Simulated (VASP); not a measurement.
# BAs (F-43m) in VASP: a series of runs

BAs is run at these levels: BLYP+D3(BJ), BLYP+D4; tasks: single point.

Everything below comes from runs of VASP 6.6.1. Logs are shortened: lines on timing, memory, paths and dates and some standing lists are left out, and cuts for length are marked.

## Step 1: The cell of the first run

Symmetry: F-43m, No. 216, cubic system. The conventional cell has a = 4.768 Å, b = 4.768 Å, c = 4.768 Å, α = 90.00°, β = 90.00°, γ = 90.00°. Within 2.7 Å of As (site symmetry -43m) lie 4 B at 2.06 Å. Within 2.7 Å of B (site symmetry -43m) lie 4 As at 2.06 Å.

## Step 2: Single point, BLYP+D3(BJ)

Input file INCAR:

```
SYSTEM = BAs
PREC = Accurate
ENCUT = 520
EDIFF = 1E-6
ISMEAR = -1
SIGMA = 0.05
LREAL = .FALSE.
LASPH = .TRUE.
NELM = 60
ALGO = Normal
ISIF = 2
LWAVE = .FALSE.
LCHARG = .FALSE.
GGA = B5
ALDAX = 1.0
AGGAX = 1.0
AGGAC = 1.0
ALDAC = 0.0
IVDW = 12
VDW_S6 = 1.0
VDW_S8 = 2.6996
VDW_A1 = 0.4298
VDW_A2 = 4.2359
NBANDS = 11
```

Input file KPOINTS:

```
regular mesh
0
G
  10 10 10
  0 0 0
```

Input file POSCAR:

```
BAs
1.0
    0.0000000000      2.3840443799      2.3840443799
    2.3840443799      0.0000000000      2.3840443799
    2.3840443799      2.3840443799      0.0000000000
As B
1 1
Direct
    0.7500000000      0.7500000000      0.7500000000
    0.0000000000      0.0000000000      0.0000000000
```

Potentials or basis: VASP PAW PBE potentials, release 64 (As, B).

The run is started by

```sh
cat potpaw_PBE.64/As/POTCAR potpaw_PBE.64/B/POTCAR > POTCAR
mpirun -np 1 vasp_std > vasp.out
```

OUTCAR:

```text
SYSTEM = BAs
   PREC = Accurate
   ENCUT = 520
   EDIFF = 1E-6
   ISMEAR = -1
   LREAL = .FALSE.
   LASPH = .TRUE.
   NELM = 60
   ISIF = 2
   GGA = B5
   IVDW = 12
 IVDW          = 12

 ion  position               nearest neighbor table
   1  0.750  0.750  0.750-   2 2.06   2 2.06   2 2.06   2 2.06
   2  0.000  0.000  0.000-   1 2.06   1 2.06   1 2.06   1 2.06

  LATTYP: Found a face centered cubic cell.
 ALAT       =     4.7680887598

  Lattice vectors:

 A1 = (   0.0000000000,   2.3840443799,   2.3840443799)
 A2 = (   2.3840443799,   0.0000000000,   2.3840443799)
 A3 = (   2.3840443799,   2.3840443799,   0.0000000000)

Analysis of symmetry for initial positions (statically):
=====================================================================
 Subroutine PRICEL returns:
 Original cell was already a primitive cell.

 Routine SETGRP: Setting up the symmetry group for a
 face centered cubic supercell.

 Subroutine GETGRP returns: Found 24 space group operations
 (whereof 24 operations were pure point group operations)
 out of a pool of 48 trial point group operations.

The static configuration has the point symmetry T_d .

Analysis of symmetry for dynamics (positions and initial velocities):
=====================================================================
 Subroutine PRICEL returns:
 Original cell was already a primitive cell.

 Routine SETGRP: Setting up the symmetry group for a
 face centered cubic supercell.

 Subroutine GETGRP returns: Found 24 space group operations
 (whereof 24 operations were pure point group operations)
 out of a pool of 48 trial point group operations.

The dynamic configuration has the point symmetry T_d .

 Subroutine INISYM returns: Found 24 space group operations
 (whereof 24 operations are pure point group operations),
 and found     1 'primitive' translations

----------------------------------------------------------------------------------------

                                     Primitive cell

  volume of cell :      27.1002

  direct lattice vectors                    reciprocal lattice vectors
     0.000000000  2.384044380  2.384044380    -0.209727639  0.209727639  0.209727639
     2.384044380  0.000000000  2.384044380     0.209727639 -0.209727639  0.209727639
     2.384044380  2.384044380  0.000000000     0.209727639  0.209727639 -0.209727639

  length of vectors
     3.371547895  3.371547895  3.371547895     0.363258927  0.363258927  0.363258927

  position of ions in fractional coordinates (direct lattice)
     0.750000000  0.750000000  0.750000000
     0.000000000  0.000000000  0.000000000

  ion indices of the primitive-cell ions
   primitive index   ion index
                 1           1
                 2           2

----------------------------------------------------------------------------------------

 KPOINTS: regular mesh

Automatic generation of k-mesh.
 Grid dimensions read from file:
 generate k-points for:   10   10   10

 Generating k-lattice:

  Cartesian coordinates                     Fractional coordinates (reciprocal lattice)
    -0.020972764  0.020972764  0.020972764     0.100000000  0.000000000  0.000000000
     0.020972764 -0.020972764  0.020972764     0.000000000  0.100000000  0.000000000
     0.020972764  0.020972764 -0.020972764     0.000000000  0.000000000  0.100000000

  Length of vectors
     0.036325893  0.036325893  0.036325893

  Shift w.r.t. Gamma in fractional coordinates (k-lattice)
     0.000000000  0.000000000  0.000000000

 Subroutine IBZKPT returns following result:
 ===========================================

 Found     47 irreducible k-points:

 Following reciprocal coordinates:
            Coordinates               Weight
  0.000000  0.000000  0.000000      1.000000
  0.100000  0.000000  0.000000      8.000000
  0.200000  0.000000  0.000000      8.000000
  0.300000  0.000000  0.000000      8.000000
  0.400000  0.000000  0.000000      8.000000
  0.500000  0.000000  0.000000      4.000000
[... 16 lines left out ...]
  0.300000  0.300000  0.000000      6.000000
  0.400000  0.300000  0.000000     24.000000
 [... further k-points ...]
   k-points           NKPTS =     47   k-points in BZ     NKDIM =     47   number of bands    NBANDS=     11
   number of dos      NEDOS =    301   number of ions     NIONS =      2
   total plane-waves  NPLWV =  21952
   dimension x,y,z NGX =    28 NGY =   28 NGZ =   28
   dimension x,y,z NGXF=    56 NGYF=   56 NGZF=   56
   ions per type =               1   1
   NGX,Y,Z   is equivalent  to a cutoff of  13.81, 13.81, 13.81 a.u.
   NGXF,Y,Z  is equivalent  to a cutoff of  27.61, 27.61, 27.61 a.u.
 SYSTEM =  BAs
   PREC   = accura    normal or accurate (medium, high low for compatibility)
   ISTART =      0    job   : 0-new  1-cont  2-samecut
   ICHARG =      2    charge: 1-file 2-atom 10-const
   ISPIN  =      1    spin polarized calculation?
   LNONCOLLINEAR =      F non collinear calculations
   LSORBIT =      F    spin-orbit coupling
   LASPH  =      T    aspherical Exc in radial PAW
   ENCUT  =  520.0 eV  38.22 Ry    6.18 a.u.   6.27  6.27  6.27*2*pi/ulx,y,z
   NELM   =     60;   NELMIN=  2; NELMDL= -5     # of ELM steps
   EDIFF  = 0.1E-05   stopping-criterion for ELM
   LREAL  =      F    real-space projection
   EDIFFG = 0.1E-04   stopping-criterion for IOM
   NSW    =      0    number of steps for IOM
   IBRION =     -1    ionic relax: 0-MD 1-quasi-New 2-CG
   NFREE  =      0    steps in history (QN), initial steepest desc. (CG)
   ISIF   =      2    stress and relaxation
   ISYM   =      2    0-nonsym 1-usesym 2-fastsym
   POTIM  = 0.5000    time-step for ionic-motion
   TEBEG  =    0.0;   TEEND  =   0.0 temperature during run
   PSTRESS=    0.0 pullay stress
   NELECT =       8.0000    total number of electrons
   NUPDOWN=      -1.0000    fix difference up-down
   EMIN   =  10.00;   EMAX   =-10.00  energy-range for DOS
   EFERMI =   0.00;   METHOD = LEGACY
   ISMEAR =    -1;   SIGMA  =   0.05  broadening in eV -4-tet -1-fermi 0-gaus
   EFERMI_NEDOS =   21; number of points for ismear=-14 and -15
   IALGO  =     38    algorithm
   IMIX   =      4    mixing-type and parameters
     AMIX     =   0.40;   BMIX     =  1.00
     AMIX_MAG =   1.60;   BMIX_MAG =  1.00
  volume/ion in A,a.u.               =      13.55        91.44
  Fermi-wavevector in a.u.,A,eV,Ry     =   1.090052  2.059899 16.166620  1.188213
  Thomas-Fermi vector in A             =   2.226268
   LORBIT       =      0    0 simple, 1 ext, 2 COOP (PROOUT), +10 PAW based schemes
   GGA     = B5    functional components
   LHFCALC =     F    Hartree Fock is set to
   AEXX    =    0.0000 exact exchange contribution
   IVDW    =    12    specifies the selected vdW correction
   LEPSILON=     F    determine dielectric tensor
   LRPA    =     F    only Hartree local field effects (RPA)
 non-spin polarized calculation
  energy-cutoff  :      520.00
  volume of cell :       27.10
 maximum number of plane-waves:       745
 NGX is ok and might be reduce to    28
   NGX = 13   NGY = 13   NGZ = 13

 number of electron       8.0000000 magnetization

 Free energy of the ion-electron system (eV)
  ---------------------------------------------------
  ext. energy  EPLUGINS =         0.00000000
  ---------------------------------------------------
  free energy    TOTEN  =       -10.01451761 eV

  energy without entropy =      -10.01451760  energy(sigma->0) =      -10.01451760

 E-fermi :   7.2566     XC(G=0):  -9.9394

 val. band max:        6.5738638441   @ k =   0.0000   0.0000   0.0000
 cond. band min:       7.9744746632   @ k =   0.4000   0.4000   0.0000
 fundamental gap:      1.4006108191
 Fermi energy:         7.2565951472

 k-point     1 :       0.0000    0.0000    0.0000
  band No.  band energies     occupation
      1      -8.7782      2.00000
      2       6.5739      2.00000
      3       6.5739      2.00000
      4       6.5739      2.00000
      5       9.9530      0.00000
      6       9.9530      0.00000
      7       9.9530      0.00000
      8      11.3244      0.00000
      9      16.5655      0.00000
     10      19.7849      0.00000
     11      19.7849      0.00000

 k-point     2 :       0.1000    0.0000    0.0000
  band No.  band energies     occupation
      1      -8.6149      2.00000
      2       5.2084      2.00000
      3       6.2797      2.00000
      4       6.2797      2.00000
      5      10.1013      0.00000
      6      10.3421      0.00000
      7      10.3421      0.00000
      8      12.1869      0.00000
      9      17.1879      0.00000
     10      18.7517      0.00000
     11      18.7517      0.00000

 k-point     3 :       0.2000    0.0000    0.0000
  band No.  band energies     occupation
      1      -8.1336      2.00000
      2       2.8694      2.00000
      3       5.7125      2.00000
      4       5.7125      2.00000
      5       9.8998      0.00000
      6      11.0571      0.00000
      7      11.0571      0.00000
      8      13.8200      0.00000
      9      18.0367      0.00000
     10      18.0367      0.00000
     11      18.1727      0.00000

 k-point     4 :       0.3000    0.0000    0.0000
  band No.  band energies     occupation
      1      -7.3722      2.00000
      2       0.5965      2.00000
      3       5.2065      2.00000
      4       5.2065      2.00000
      5       9.6370      0.00000
      6      11.4817      0.00000
      7      11.4817      0.00000
      8      15.1354      0.00000
      9      18.2903      0.00000
     10      18.4600      0.00000
     11      18.4600      0.00000

 k-point     5 :       0.4000    0.0000    0.0000
  band No.  band energies     occupation
      1      -6.4669      2.00000
      2      -1.2596      2.00000
      3       4.8803      2.00000
      4       4.8803      2.00000
      5       9.4585      0.00000
      6      11.5352      0.00000
      7      11.5352      0.00000
      8      15.6571      0.00000
      9      18.9083      0.00000
     10      19.9471      0.00000
     11      19.9471      0.00000
[... 211 lines left out ...]
 k-point    21 :      -0.3000    0.2000    0.0000
  band No.  band energies     occupation
      1      -6.2536      2.00000
      2      -0.3939      2.00000
      3       2.0370      2.00000
      4       4.6428      2.00000
      5      10.2614      0.00000
      6      12.6142      0.00000
      7      12.9180      0.00000
      8      14.8085      0.00000
      9      17.5449      0.00000
     10      18.9056      0.00000
     11      22.1365      0.00000

 k-point    22 :      -0.2000    0.2000    0.0000
  band No.  band energies     occupation
      1      -7.1106      2.00000
      2       1.1537      2.00000
      3       2.5856      2.00000
      4       5.2938      2.00000
      5      10.6253      0.00000
      6      11.7890      0.00000
      7      12.7084      0.00000
      8      13.7265      0.00000
      9      16.7624      0.00000
     10      19.4363      0.00000
     11      20.9861      0.00000

 k-point    23 :       0.3000    0.3000    0.0000
  band No.  band energies     occupation
      1      -6.8752      2.00000
      2       1.3948      2.00000
      3       3.4324      2.00000
      4       3.4324      2.00000
      5       8.1704      0.00000
      6      10.4756      0.00000
      7      15.0690      0.00000
      8      15.0690      0.00000
      9      17.6831      0.00000
     10      21.9297      0.00000
     11      21.9345      0.00000

 k-point    24 :       0.4000    0.3000    0.0000
  band No.  band energies     occupation
      1      -6.1556      2.00000
      2       0.1608      2.00000
      3       2.6668      2.00000
      4       3.1364      2.00000
      5       8.4750      0.00000
      6      10.2050      0.00000
      7      15.4726      0.00000
      8      15.6933      0.00000
      9      18.6990      0.00000
     10      22.6449      0.00000
     11      22.6903      0.00000

 [... further k-points ...]

------------------------ aborting loop because EDIFF is reached ----------------------------------------

 Edisp (eV)   -1.45658

 E8    (eV) :    -1.0259

  FORCE on cell =-STRESS in cart. coord.  units (eV):
  Direction    XX          YY          ZZ          XY          YZ          ZX
  --------------------------------------------------------------------------------------
  -------------------------------------------------------------------------------------
  Total       0.15515     0.15515     0.15515     0.00000    -0.00000     0.00000
  in kB       9.17270     9.17270     9.17270     0.00000    -0.00000     0.00000
  external pressure =        9.17 kB  Pullay stress =        0.00 kB

 VOLUME and BASIS-vectors are now :
 -----------------------------------------------------------------------------
  energy-cutoff  :      520.00
  volume of cell :       27.10
      direct lattice vectors                 reciprocal lattice vectors
     0.000000000  2.384044380  2.384044380    -0.209727639  0.209727639  0.209727639
     2.384044380  0.000000000  2.384044380     0.209727639 -0.209727639  0.209727639
     2.384044380  2.384044380  0.000000000     0.209727639  0.209727639 -0.209727639

 POSITION                                       TOTAL-FORCE (eV/Angst)
 -----------------------------------------------------------------------------------
      3.57607      3.57607      3.57607        -0.000000     -0.000000     -0.000000
      0.00000      0.00000      0.00000         0.000000      0.000000      0.000000
 -----------------------------------------------------------------------------------
    total drift:                                0.000000      0.000000      0.000000

  FREE ENERGIE OF THE ION-ELECTRON SYSTEM (eV)
  ---------------------------------------------------
  free  energy   TOTEN  =       -11.4711025033 eV

  energy  without entropy=      -11.4711024924  energy(sigma->0) =      -11.47110250
```

Wall time 17 s (1 thread of Intel Xeon Platinum 8488C (Sapphire Rapids), shared host); peak memory 0.17 GiB.

Results:

| Quantity | Value |
| --- | --- |
| Free energy | -11.4711 eV |
| Pressure | 0.9 GPa |
| Band gap on the k mesh | 1.40 eV, indirect (least direct gap 3.38 eV) |
| Dispersion energy per atom | -0.728 eV |

Levels at points of the mesh, in eV from the valence-band top:
| k point | band 1 | band 2 | band 3 | band 4 | band 5 | band 6 | band 7 | band 8 |
| --- | --- | --- | --- | --- | --- | --- | --- | --- |
| (0.00, 0.00, 0.00) | -15.35 | 0.00 | 0.00 | 0.00 | 3.38 | 3.38 | 3.38 | 4.75 |
| (0.50, 0.00, 0.00) | -12.52 | -8.68 | -1.80 | -1.80 | 2.82 | 4.93 | 4.93 | 9.13 |
| (0.50, 0.50, 0.00) | -11.22 | -8.45 | -4.03 | -4.03 | 1.66 | 1.69 | 11.36 | 11.36 |

Caveat: the PAW data sets were made with another functional, which shifts forces and pressure a little. A hybrid or GW would open this gap; BLYP tends to underestimate it.

## Step 3: Single point, BLYP+D4

This run uses another cell than the first one, of 13.51 Å³/atom, 0.997 times its volume.

Input file INCAR:

```
AGGAC = 1.0
AGGAX = 1.0
ALDAC = 0.0
ALDAX = 1.0
ALGO = Normal
EDIFF = 1E-7
ENCUT = 520
GGA = B5
ISIF = 2
ISMEAR = -1
IVDW = 13
LASPH = T
LCHARG = F
LREAL = F
LWAVE = F
NBANDS = 11
NELM = 80
PREC = Accurate
SIGMA = 0.05
VDW_A1 = 0.44488865
VDW_A2 = 4.0933009
VDW_S6 = 1.0
VDW_S8 = 2.34076671
```

Input file KPOINTS:

```
k-points
0
Gamma
  10 10 10
```

Input file POSCAR:

```
BAs
1.0
    0.0000000000      2.3816253864      2.3816253864
    2.3816253864      0.0000000000      2.3816253864
    2.3816253864      2.3816253864      0.0000000000
As B
1 1
Direct
    0.7500000000      0.7500000000      0.7500000000
    0.0000000000      0.0000000000      0.0000000000
```

Potentials or basis: VASP PAW PBE potentials, release 64 (As, B).

The run is started by

```sh
cat potpaw_PBE.64/As/POTCAR potpaw_PBE.64/B/POTCAR > POTCAR
mpirun -np 1 vasp_std > vasp.out
```

It took 20 s on 1 thread of Intel Xeon Platinum 8488C (Sapphire Rapids), shared host; peak memory 0.16 GiB.

Results (log left out):

```yaml
Free_energy: -11.4767 eV
Pressure: 0.9 GPa
Band_gap_on_the_k_mesh: 1.40 eV, indirect (least direct gap 3.38 eV)
Dispersion_energy_per_atom: -0.734 eV
```

Levels at points of the mesh, in eV from the valence-band top:
```csv
k point,band 1,band 2,band 3,band 4,band 5,band 6,band 7,band 8
"(0.00, 0.00, 0.00)",-15.38,0.00,0.00,0.00,3.38,3.38,3.38,4.79
"(0.50, 0.00, 0.00)",-12.54,-8.70,-1.81,-1.81,2.84,4.94,4.94,9.14
"(0.50, 0.50, 0.00)",-11.23,-8.46,-4.04,-4.04,1.66,1.69,11.39,11.39
```

Caveat: the PAW data sets were made with another functional, which shifts forces and pressure a little.
